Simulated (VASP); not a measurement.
Write the native input for VASP 6.6.1 that does the following.

| Property | Result |
| --- | --- |
| Task | single point |
| Functional | PBEsol |
| Potentials or basis | VASP PAW PBE potentials, release 64 (Al, Ni) |
| Cutoff | 520 eV |
| k mesh | 18 × 18 × 18 |
| Occupations | gaussian, width 0.15 eV |
| Spin | no spin polarisation |
| Dipole correction | no |
| Further INCAR settings | ALGO = Fast; EDIFF = 1e-07; NBANDS = 14 |

The structure of AlNi lies in POSCAR:

```
AlNi
1.0
    2.9621973051      0.0000000000      0.0000000000
    0.0000000000      2.9621973051      0.0000000000
    0.0000000000      0.0000000000      2.7252215207
Al Ni
1 1
Direct
    0.0000000000      0.0000000000      0.0000000000
    0.5000000000      0.5000000000      0.5000000000
```

This cell differs from its parent crystal: ratio of the length along z to the lengths across it x 0.92, volume and fractional coordinates fixed.

The input as run:

INCAR

```
SYSTEM = AlNi
PREC = Accurate
ENCUT = 520
EDIFF = 1E-7
ISMEAR = 0
SIGMA = 0.15
LREAL = .FALSE.
LASPH = .TRUE.
NELM = 60
ALGO = Fast
ISIF = 2
LWAVE = .FALSE.
LCHARG = .FALSE.
GGA = PS
NBANDS = 14
```

KPOINTS

```
regular mesh
0
G
  18 18 18
  0 0 0
```

Potentials or basis: VASP PAW PBE potentials, release 64 (Al, Ni).

The run is started by

```console
$ cat potpaw_PBE.64/Al/POTCAR potpaw_PBE.64/Ni/POTCAR > POTCAR
$ mpirun -np 1 vasp_std > vasp.out
```

Results of the run:

- Pressure: -2.7 GPa
- Band gap on the k mesh: zero (an odd number of electrons rules out a gap without spin polarisation)

Caveat: the PAW data sets were made with another functional, which shifts forces and pressure a little.

Wall time 3.1 min on 1 thread of Intel Xeon 8259CL (shared host), peak memory 0.3 GiB.
